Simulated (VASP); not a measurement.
The system is Sn.

```
Sn
1.0
    -1.72654    1.77555    2.33834
     1.72654   -1.77555    2.33834
     1.72654    1.77555   -2.33834
Sn
1
Direct
  0.00000 0.00000 0.00000
```

| Item | Value |
| --- | --- |
| Program | VASP 6.6.1 |
| Task | relaxation of cell and atoms |
| Functional | revPBE |
| Potentials or basis | VASP PAW PBE potentials, release 64 (Sn_d) |
| Cutoff | 600 eV |
| k mesh | 11 × 11 × 11 |
| Occupations | fermi-dirac, width 0.05 eV |
| Spin | no spin polarisation |

At the start: pressure -0.0 GPa; volume 28.67 Å³/atom.

Q: How do energy, volume and symmetry change on relaxing?

A: Over 39 steps the energy falls by 3.1 meV/atom and the volume is 28.65 Å³/atom (-0.1 %); space group Immm (No. 71, to 0.1 Å) before, I4/mmm (No. 139, to 0.1 Å).

Step by step:
```tsv
step	energy change (eV)	largest force (eV/Å)	pressure (GPa)	volume (Å³)
1	0.0000	0.0000	-0.01	28.67
2	-0.0021	0.0000	-0.07	28.66
3	-0.0028	0.0000	-0.04	28.65
4	-0.0028	0.0000	-0.05	28.65
5	-0.0030	0.0000	0.01	28.60
6	-0.0031	0.0000	0.22	28.53
7	-0.0031	0.0000	0.14	28.58
8	-0.0031	0.0000	0.06	28.66
9	-0.0031	0.0000	-0.02	28.67
10	-0.0031	0.0000	-0.05	28.66
11	-0.0031	0.0000	0.01	28.64
12	-0.0031	0.0000	0.05	28.63
13	-0.0031	0.0000	0.08	28.64
14	-0.0031	0.0000	-0.03	28.66
15	-0.0031	0.0000	0.00	28.65
16	-0.0031	0.0000	0.02	28.65
17	-0.0031	0.0000	-0.01	28.66
18	-0.0031	0.0000	0.01	28.66
19	-0.0031	0.0000	-0.01	28.66
20	-0.0031	0.0000	-0.01	28.66
21	-0.0031	0.0000	0.00	28.66
22	-0.0031	0.0000	-0.01	28.66
23	-0.0031	0.0000	-0.02	28.66
24	-0.0031	0.0000	-0.01	28.66
25	-0.0031	0.0000	0.00	28.66
26	-0.0031	0.0000	-0.02	28.66
27	-0.0031	0.0000	-0.03	28.66
28	-0.0031	0.0000	-0.03	28.64
29	-0.0031	0.0000	0.04	28.60
30	-0.0031	0.0000	0.05	28.62
31	-0.0031	0.0000	0.05	28.63
32	-0.0031	0.0000	0.03	28.63
33	-0.0031	0.0000	0.05	28.63
34	-0.0031	0.0000	0.04	28.64
35	-0.0031	0.0000	-0.02	28.65
36	-0.0031	0.0000	0.04	28.65
37	-0.0031	0.0000	-0.04	28.65
38	-0.0031	0.0000	-0.04	28.65
39	-0.0031	0.0000	-0.02	28.65
```

Final structure:
```
Sn
1.0
    -1.73644    1.73618    2.37567
     1.73644   -1.73618    2.37567
     1.73644    1.73618   -2.37567
Sn
1
Direct
  0.00000 0.00000 0.00000
```

Caveat: the PAW data sets were made with another functional, which shifts forces and pressure a little.
